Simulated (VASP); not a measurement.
# MgO (P1) in VASP: single point with PBEsol

Aim: the single point of MgO with PBEsol.

Everything below comes from runs of VASP 6.6.1. Logs are shortened: lines on timing, memory, paths and dates and some standing lists are left out, and cuts for length are marked.

## (1) The cell of the first run

The typed cell holds 12 atoms: a = 3.020 Å, b = 3.020 Å, c = 15.106 Å, α = 79.44°, β = 80.41°, γ = 60.00°.

## (2) Single point, PBEsol (layers slid over each other)

File INCAR:

```
SYSTEM = MgO
ALGO     = Normal         ! electronic algorithm
EDIFF    = 1E-6           ! SCF threshold, eV
ENCUT    = 520            ! plane-wave cutoff, eV
GGA      = PS             ! functional
ISIF     = 2              ! what is computed and relaxed
ISMEAR   = 0              ! smearing method
LASPH    = .True.         ! aspherical terms in the spheres
LCHARG   = .False.        ! write CHGCAR
LREAL    = .False.        ! projectors in reciprocal space
LWAVE    = .False.        ! write WAVECAR
NBANDS   = 36             ! bands
NELM     = 80             ! most SCF steps
PREC     = Accurate       ! precision mode
SIGMA    = 0.05           ! smearing width, eV
```

File KPOINTS:

```
k-points
0
Gamma
  9 9 2
  0 0 0
```

File POSCAR:

```
MgO
1.0
    2.1351500000     -2.1351500000      0.0000000000
    2.1351500000      0.0000000000     -2.1351500000
   11.0316083333      7.4730250000      7.1171666667
Mg O
6 6
Direct
    0.6458333333      0.6388888889      0.0416666667
   -0.4375000000     -0.5833333333      0.8750000000
    0.2291666667      0.1944444444      0.2083333333
    0.3958333333      0.3055555556      0.5416666667
   -0.1875000000     -0.2500000000      0.3750000000
   -0.0208333333     -0.1388888889      0.7083333333
    0.5208333333      0.4722222222      0.2916666667
   -0.0625000000     -0.0833333333      0.1250000000
    0.1041666667      0.0277777778      0.4583333333
    0.2708333333      0.1388888889      0.7916666667
    0.6875000000      0.5833333333      0.6250000000
   -0.1458333333     -0.3055555556      0.9583333333
```

Potentials or basis: VASP PAW PBE potentials, release 64 (Mg, O).

Started as:

```console
> cat potpaw_PBE.64/Mg/POTCAR potpaw_PBE.64/O/POTCAR > POTCAR
> mpirun -np 1 vasp_std > vasp.out
```

OUTCAR:

```text
SYSTEM = MgO
   EDIFF = 1E-6
   ENCUT = 520
   GGA = PS
   ISIF = 2
   ISMEAR = 0
   LASPH = .True.
   LREAL = .False.
   NELM = 80
   PREC = Accurate

 ion  position               nearest neighbor table
   1  0.646  0.639  0.042-  12 1.33   8 2.14   8 2.14   8 2.14   2 2.80  12 2.80   3 3.02   3 3.02
                             3 3.02   2 3.06   2 3.30
   2  0.562  0.417  0.875-  12 2.14  10 2.14  12 2.14  10 2.14  10 2.14  12 2.14   1 2.80   6 3.02
                             6 3.02   6 3.02   1 3.06   1 3.30
   3  0.229  0.194  0.208-   8 2.14   8 2.14   8 2.14   7 2.14   7 2.14   7 2.14   1 3.02   1 3.02
                             1 3.02   5 3.02   5 3.02   5 3.02
   4  0.396  0.306  0.542-  11 2.14  11 2.14  11 2.14   9 2.14   9 2.14   9 2.14   6 3.02   6 3.02
                             6 3.02   5 3.02   5 3.02   5 3.02
   5  0.812  0.750  0.375-   7 2.14   9 2.14   9 2.14   7 2.14   7 2.14   9 2.14   3 3.02   4 3.02
                             3 3.02   4 3.02   3 3.02   4 3.02
   6  0.979  0.861  0.708-  11 2.14  11 2.14  11 2.14  10 2.14  10 2.14  10 2.14   4 3.02   4 3.02
                             4 3.02   2 3.02   2 3.02   2 3.02
   7  0.521  0.472  0.292-   5 2.14   5 2.14   5 2.14   3 2.14   3 2.14   3 2.14
   8  0.938  0.917  0.125-   3 2.14   1 2.14   3 2.14   1 2.14   1 2.14   3 2.14
   9  0.104  0.028  0.458-   5 2.14   5 2.14   5 2.14   4 2.14   4 2.14   4 2.14
  10  0.271  0.139  0.792-   2 2.14   2 2.14   2 2.14   6 2.14   6 2.14   6 2.14
  11  0.688  0.583  0.625-   4 2.14   4 2.14   6 2.14   6 2.14   6 2.14   4 2.14
  12  0.854  0.694  0.958-   1 1.33   2 2.14   2 2.14   2 2.14   1 2.80

 -----------------------------------------------------------------------------
|                                                                             |
|           W    W    AA    RRRRR   N    N  II  N    N   GGGG   !!!           |
|           W    W   A  A   R    R  NN   N  II  NN   N  G    G  !!!           |
|           W    W  A    A  R    R  N N  N  II  N N  N  G       !!!           |
|           W WW W  AAAAAA  RRRRR   N  N N  II  N  N N  G  GGG   !            |
|           WW  WW  A    A  R   R   N   NN  II  N   NN  G    G                |
|           W    W  A    A  R    R  N    N  II  N    N   GGGG   !!!           |
|                                                                             |
|     The distance between some ions is very small. Please check the          |
|     nearest-neighbor list in the OUTCAR file.                               |
|     I HOPE YOU KNOW WHAT YOU ARE DOING!                                     |
|                                                                             |
 -----------------------------------------------------------------------------

  LATTYP: Found a triclinic cell.
 ALAT       =     5.2300280243
 B/A-ratio  =     0.5773502692
 C/A-ratio  =     3.1637413389
 COS(alpha) =     0.0152074766
 COS(beta)  =     0.2370610994
 COS(gamma) =     0.8660254038

  Lattice vectors:

 A1 = (   2.1351500000,  -4.2703000000,   2.1351500000)
 A2 = (   0.0000000000,  -2.1351500000,   2.1351500000)
 A3 = (  -2.4910083333, -11.7433250000, -11.3874666667)

Analysis of symmetry for initial positions (statically):
=====================================================================
 Subroutine PRICEL returns:
 Original cell was already a primitive cell.

 Routine SETGRP: Setting up the symmetry group for a
 triclinic supercell.

 Subroutine GETGRP returns: Found  1 space group operations
 (whereof  1 operations were pure point group operations)
 out of a pool of  2 trial point group operations.

The static configuration has the point symmetry C_1 .

Analysis of symmetry for dynamics (positions and initial velocities):
=====================================================================
 Subroutine PRICEL returns:
 Original cell was already a primitive cell.

 Routine SETGRP: Setting up the symmetry group for a
 triclinic supercell.

 Subroutine GETGRP returns: Found  1 space group operations
 (whereof  1 operations were pure point group operations)
 out of a pool of  2 trial point group operations.

The dynamic configuration has the point symmetry C_1 .

 Subroutine INISYM returns: Found  1 space group operations
 (whereof  1 operations are pure point group operations),
 and found     1 'primitive' translations

----------------------------------------------------------------------------------------

                                     Primitive cell

  volume of cell :     116.8063

  direct lattice vectors                    reciprocal lattice vectors
     2.135150000 -2.135150000  0.000000000     0.136602424 -0.331748745  0.136602424
     2.135150000  0.000000000 -2.135150000     0.130097547  0.130097547 -0.338253623
    11.031608333  7.473025000  7.117166667     0.039029264  0.039029264  0.039029264

  length of vectors
     3.019558088  3.019558088 15.106175771     0.383898000  0.385053576  0.067600668

  position of ions in fractional coordinates (direct lattice)
     0.645833333  0.638888889  0.041666667
     0.562500000  0.416666667  0.875000000
     0.229166667  0.194444444  0.208333333
     0.395833333  0.305555556  0.541666667
     0.812500000  0.750000000  0.375000000
     0.979166667  0.861111111  0.708333333
     0.520833333  0.472222222  0.291666667
     0.937500000  0.916666667  0.125000000
     0.104166667  0.027777778  0.458333333
     0.270833333  0.138888889  0.791666667
     0.687500000  0.583333333  0.625000000
     0.854166667  0.694444444  0.958333333

  ion indices of the primitive-cell ions
   primitive index   ion index
                 1           1
                 2           2
                 3           3
                 4           4
                 5           5
                 6           6
                 7           7
                 8           8
                 9           9
                10          10
                11          11
                12          12

----------------------------------------------------------------------------------------

 KPOINTS: k-points

Automatic generation of k-mesh.
 Grid dimensions read from file:
 generate k-points for:    9    9    2

 Generating k-lattice:

  Cartesian coordinates                     Fractional coordinates (reciprocal lattice)
     0.015178047 -0.036860972  0.015178047     0.111111111  0.000000000 -0.000000000
     0.014455283  0.014455283 -0.037583736     0.000000000  0.111111111  0.000000000
     0.019514632  0.019514632  0.019514632     0.000000000  0.000000000  0.500000000

  Length of vectors
     0.042655333  0.042783731  0.033800334

  Shift w.r.t. Gamma in fractional coordinates (k-lattice)
     0.000000000  0.000000000  0.000000000

 Subroutine IBZKPT returns following result:
 ===========================================

 Found     82 irreducible k-points:

 Following reciprocal coordinates:
            Coordinates               Weight
  0.000000  0.000000  0.000000      1.000000
  0.111111  0.000000 -0.000000      2.000000
  0.222222  0.000000  0.000000      2.000000
  0.333333  0.000000  0.000000      2.000000
  0.444444  0.000000  0.000000      2.000000
  0.000000  0.111111  0.000000      2.000000
[... 16 lines left out ...]
 -0.111111  0.222222  0.000000      2.000000
  0.000000  0.333333  0.000000      2.000000
 [... further k-points ...]
   k-points           NKPTS =     82   k-points in BZ     NKDIM =     82   number of bands    NBANDS=     36
   number of dos      NEDOS =    301   number of ions     NIONS =     12
   total plane-waves  NPLWV =  64512
   dimension x,y,z NGX =    24 NGY =   24 NGZ =  112
   dimension x,y,z NGXF=    48 NGYF=   48 NGZF=  224
   ions per type =               6   6
   NGX,Y,Z   is equivalent  to a cutoff of  13.21, 13.21, 12.33 a.u.
   NGXF,Y,Z  is equivalent  to a cutoff of  26.43, 26.43, 24.65 a.u.
 SYSTEM =  MgO
   PREC   = accura    normal or accurate (medium, high low for compatibility)
   ISTART =      0    job   : 0-new  1-cont  2-samecut
   ICHARG =      2    charge: 1-file 2-atom 10-const
   ISPIN  =      1    spin polarized calculation?
   LNONCOLLINEAR =      F non collinear calculations
   LSORBIT =      F    spin-orbit coupling
   LASPH  =      T    aspherical Exc in radial PAW
   ENCUT  =  520.0 eV  38.22 Ry    6.18 a.u.   5.61  5.61 28.09*2*pi/ulx,y,z
   NELM   =     80;   NELMIN=  2; NELMDL= -5     # of ELM steps
   EDIFF  = 0.1E-05   stopping-criterion for ELM
   LREAL  =      F    real-space projection
   EDIFFG = 0.1E-04   stopping-criterion for IOM
   NSW    =      0    number of steps for IOM
   IBRION =     -1    ionic relax: 0-MD 1-quasi-New 2-CG
   NFREE  =      0    steps in history (QN), initial steepest desc. (CG)
   ISIF   =      2    stress and relaxation
   ISYM   =      2    0-nonsym 1-usesym 2-fastsym
   POTIM  = 0.5000    time-step for ionic-motion
   TEBEG  =    0.0;   TEEND  =   0.0 temperature during run
   PSTRESS=    0.0 pullay stress
   NELECT =      48.0000    total number of electrons
   NUPDOWN=      -1.0000    fix difference up-down
   EMIN   =  10.00;   EMAX   =-10.00  energy-range for DOS
   EFERMI =   0.00;   METHOD = LEGACY
   ISMEAR =     0;   SIGMA  =   0.05  broadening in eV -4-tet -1-fermi 0-gaus
   EFERMI_NEDOS =   21; number of points for ismear=-14 and -15
   IALGO  =     38    algorithm
   IMIX   =      4    mixing-type and parameters
     AMIX     =   0.40;   BMIX     =  1.00
     AMIX_MAG =   1.60;   BMIX_MAG =  1.00
  volume/ion in A,a.u.               =       9.73        65.69
  Fermi-wavevector in a.u.,A,eV,Ry     =   1.217119  2.300022 20.155386  1.481379
  Thomas-Fermi vector in A             =   2.352450
   LORBIT       =      0    0 simple, 1 ext, 2 COOP (PROOUT), +10 PAW based schemes
   GGA     = PS    functional components
   LHFCALC =     F    Hartree Fock is set to
   AEXX    =    0.0000 exact exchange contribution
   IVDW    =     0    specifies the selected vdW correction
   LEPSILON=     F    determine dielectric tensor
   LRPA    =     F    only Hartree local field effects (RPA)
 non-spin polarized calculation
 Gauss-broadening in eV      SIGMA  =   0.05
  energy-cutoff  :      520.00
  volume of cell :      116.81
 maximum number of plane-waves:      3181
   NGX = 11   NGY = 11   NGZ = 57

 number of electron      48.0000009 magnetization

 Free energy of the ion-electron system (eV)
  ---------------------------------------------------
  ext. energy  EPLUGINS =         0.00000000
  ---------------------------------------------------
  free energy    TOTEN  =       -67.99594904 eV

  energy without entropy =      -67.99594904  energy(sigma->0) =      -67.99594904

 E-fermi :   3.1917     XC(G=0): -11.0605

 val. band max:        2.9576857139   @ k =   0.0000   0.0000   0.0000
 cond. band min:       6.5460379129   @ k =   0.0000   0.0000   0.0000
 fundamental gap:      3.5883521989
 Fermi energy:         3.1916908789

 k-point     1 :       0.0000    0.0000    0.0000
  band No.  band energies     occupation
      1     -14.4733      2.00000
      2     -14.0755      2.00000
      3     -13.8289      2.00000
      4     -13.4480      2.00000
      5     -13.2631      2.00000
      6     -12.8497      2.00000
[... 28 lines left out ...]
     35      16.2589      0.00000
     36      17.7547      0.00000
[... 866 lines left out ...]
      6     -12.5452      2.00000
[... 28 lines left out ...]
     35      14.4449      0.00000
     36      14.7311      0.00000

 [... further k-points ...]

------------------------ aborting loop because EDIFF is reached ----------------------------------------

  FORCE on cell =-STRESS in cart. coord.  units (eV):
  Direction    XX          YY          ZZ          XY          YZ          ZX
  --------------------------------------------------------------------------------------
  -------------------------------------------------------------------------------------
  Total        0.1013070     25.8154549      9.2623763     10.5042384     19.9383194      6.0707552
  in kB        1.3895803    354.0983859    127.0476344    144.0816695    273.4844971     83.2696782
  external PRESSURE =     160.8452002 kB  Pullay stress =       0.0000000 kB

 VOLUME and BASIS-vectors are now :
 -----------------------------------------------------------------------------
  energy-cutoff  :      520.00
  volume of cell :      116.81
      direct lattice vectors                 reciprocal lattice vectors
     2.135150000 -2.135150000  0.000000000     0.136602424 -0.331748745  0.136602424
     2.135150000  0.000000000 -2.135150000     0.130097547  0.130097547 -0.338253623
    11.031608333  7.473025000  7.117166667     0.039029264  0.039029264  0.039029264

 POSITION                                       TOTAL-FORCE (eV/Angst)
 -----------------------------------------------------------------------------------
      3.20273     -1.06757     -1.06757         9.645362     28.355904     18.852642
     11.74333      5.33788      5.33787        -0.135856     -0.022954      0.013248
      3.20272      1.06757      1.06757         0.111657      0.116053      0.112483
      7.47303      3.20273      3.20273         0.105351      0.105294      0.105217
      7.47302      1.06757      1.06758         0.104583      0.104572      0.104690
     11.74332      3.20272      3.20272         0.108474      0.106676      0.107199
      5.33788      1.06758      1.06758        -0.102225     -0.102962     -0.106847
      5.33788     -1.06757     -1.06758         0.014733     -0.074850     -0.178645
      5.33787      3.20272      3.20272        -0.105341     -0.105529     -0.105509
      9.60818      5.33788      5.33788        -0.070814     -0.118727     -0.097254
      9.60817      3.20273      3.20273        -0.104378     -0.106146     -0.105340
     13.87847      5.33787      5.33787        -9.571547    -28.257332    -18.701884
 -----------------------------------------------------------------------------------
    total drift:                               -0.000364     -0.000134      0.000297

  FREE ENERGIE OF THE ION-ELECTRON SYSTEM (eV)
  ---------------------------------------------------
  free  energy   TOTEN  =       -67.9959490440 eV

  energy  without entropy=      -67.9959490440  energy(sigma->0) =      -67.99594904
```

Run time: 5.6 min. Hardware: 1 thread of Intel Xeon Platinum 8259CL at 2.50GHz (Skylake/Cascade Lake), shared host; peak memory 0.41 GiB.

What came out:

* Free energy: -67.9959 eV
* Pressure: 16.1 GPa
* Largest force: 35.391 eV/Å
* Band gap on the k mesh: 3.59 eV

Forces on the atoms (eV/Å):
```
Mg    9.645  28.356  18.853
Mg   -0.136  -0.023   0.013
Mg    0.112   0.116   0.112
Mg    0.105   0.105   0.105
Mg    0.105   0.105   0.105
Mg    0.108   0.107   0.107
O    -0.102  -0.103  -0.107
O     0.015  -0.075  -0.179
O    -0.105  -0.106  -0.106
O    -0.071  -0.119  -0.097
O    -0.104  -0.106  -0.105
O    -9.572 -28.257 -18.702
```

Stress tensor (GPa, compression positive):
```
 0.14 14.41  8.33
14.41 35.41 27.35
 8.33 27.35 12.70
```

Caveat: the cell differs from its parent crystal (layers slid over each other); atoms lie so close that the PAW spheres overlap strongly, which falsifies energies and pressures; the cell stands under pressure; the PAW data sets were made with another functional, which shifts forces and pressure a little; an odd mesh through Γ misses points on the zone boundary, where band edges can lie.
